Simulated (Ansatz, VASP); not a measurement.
**Sb in VASP and in Ansatz**

INCAR

```
SYSTEM = Sb
PREC = Accurate
ENCUT = 520
EDIFF = 1E-6
ISMEAR = -1
SIGMA = 0.1
LREAL = .FALSE.
LASPH = .TRUE.
NELM = 60
ALGO = Normal
ISIF = 2
LWAVE = .FALSE.
LCHARG = .TRUE.
GGA = PS
LELF = .TRUE.
LVHAR = .TRUE.
NBANDS = 8
```

KPOINTS

```
regular mesh
0
G
  13 13 13
  0 0 0
```

Contents of POSCAR:

```
Sb
1.0
    0.0000000000      2.3872605634      2.3872605634
    2.3872605634      0.0000000000      2.3872605634
    2.3872605634      2.3872605634      0.0000000000
Sb
1
Direct
    0.0000000000      0.0000000000      0.0000000000
```

Input for Ansatz:

```yaml
crystal:
  lattice:
    - [0.0, 2.3872605634, 2.3872605634]
    - [2.3872605634, 0.0, 2.3872605634]
    - [2.3872605634, 2.3872605634, 0.0]
  atoms:
    - { symbol: Sb, position: [0.0, 0.0, 0.0] }
hamiltonian:
  xc: pbesol
  pseudopotentials:
    kind: paw
    azcp:
      Sb: "pseudopotentials/Sb.paw.azcp"
basis:
  ecutwfc: 420
  fft_grid_basis: typed
kpoints:
  mp_grid: { grid: [13, 13, 13], shift: [0, 0, 0] }
magnetization:
  spin_polarized: false
scf:
  occupations: { method: fermi_dirac, width: 0.1 }
  lower_state_search: "off"
output:
  stress: true
```

Alike in both runs: task single point; functional PBEsol; k mesh 13 × 13 × 13; occupations fermi-dirac, width 0.1 eV; no spin polarisation.

|  | VASP | Ansatz |
| --- | --- | --- |
| version | VASP 6.6.1 | Ansatz 0.2.0 |
| potentials or method | VASP PAW PBE potentials, release 64 (Sb), cutoff 520 eV | plane waves (420 eV) with PAW, scalar-relativistic |
| valence electrons in the cell | 5 | 15 |

```csv
,VASP,Ansatz,Ansatz less VASP
pressure (GPa),-2.4,-2.3,+0.04
```

VASP's potentials were made for PBE, not for PBEsol, and Ansatz warns of the same on its side. VASP's potentials hold 5 valence electrons a cell and Ansatz's 15, so a difference there can come from the potentials and not from the codes.

Spin-orbit coupling is off throughout.
